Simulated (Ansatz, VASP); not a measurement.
**TiO in VASP and in Ansatz**

```
CELL_PARAMETERS angstrom
0.00000 2.30389 2.30389
2.30389 0.00000 2.30389
2.30389 2.30389 0.00000
ATOMIC_POSITIONS crystal
Ti 0.00000 0.00000 0.00000
O 0.25000 0.25000 0.25000
```

Alike in both runs: functional r2SCAN; k mesh 8 × 8 × 8; occupations gaussian, width 0.1 eV; collinear spin.

Ansatz relaxed the structure, and its values are those at the end. VASP's run is a single point on that final structure, the one shown.

```csv
,VASP,Ansatz
version,VASP 6.6.1,Ansatz 0.2.0
potentials or method,"VASP PAW PBE potentials, release 64 (Ti_sv, O_h), cutoff 1480 eV","scalar-relativistic, plane waves, PAW"
valence electrons in the cell,18,18
```

Ansatz gave:

| Item | Value |
| --- | --- |
| gap on the k mesh at the Fermi level (eV) | none |
| pressure (GPa) | 0.1 |
| net moment per atom (μB) | 0.11 |
| size of the moment on the site where the two differ most (μB) | 0.16 |

Problem. Estimate VASP's values.

Solution. gap on the k mesh at the Fermi level (eV): none; pressure (GPa): 1.3; net moment per atom (μB): 0.11; size of the moment on the site where the two differ most (μB): 0.20.

VASP's potentials were made for PBE, not for r2SCAN. Site moments also hang on the region over which each program counts them. A gap of «none» marks a metal or a gap that the smearing closes.
